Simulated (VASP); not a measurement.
Here is a VASP 6.6.1 calculation.

Contents of INCAR:

```
ALGO = Normal
EDIFF = 1E-6
ENCUT = 520
GGA = PE
ISIF = 2
ISMEAR = 0
LASPH = True
LCHARG = False
LREAL = False
LWAVE = False
NBANDS = 65
NELM = 60
PREC = Accurate
SIGMA = 0.2
```

KPOINTS

```
k-points
0
Gamma
  3 3 3
```

POSCAR

```
Cd4Se
1.0
    6.1454259877      0.0000000000      0.0000000000
    0.0000000000      6.1454259877      0.0000000000
    0.0000000000      0.0000000000      6.5947494868
Cd Se
8 2
Direct
    0.3324913263      0.8324913263      0.7013684581
    0.1675086737      0.3324913263      0.7013684581
    0.6675086737      0.1675086737      0.7013684581
    0.8324913263      0.6675086737      0.7013684581
    0.6675086737      0.8324913263      0.2986315419
    0.8324913263      0.3324913263      0.2986315419
    0.1675086737      0.6675086737      0.2986315419
    0.3324913263      0.1675086737      0.2986315419
    0.0000000000      0.0000000000      0.0000000000
    0.5000000000      0.5000000000      0.0000000000
```

Potentials or basis: VASP PAW PBE potentials, release 64 (Cd, Se).

Command:

```sh
$ cat potpaw_PBE.64/Cd/POTCAR potpaw_PBE.64/Se/POTCAR > POTCAR
$ mpirun -np 1 vasp_std > vasp.out
```

(1) What does it give for the largest force?

(2) What does it give for the pressure?

(3) What does it give for the band gap on the k mesh?

Results:

(1) 0.106 eV/Å.

(2) -0.1 GPa.

(3) zero (band 54 reaches 2.33 eV, above the bottom of band 55 at 1.93 eV).
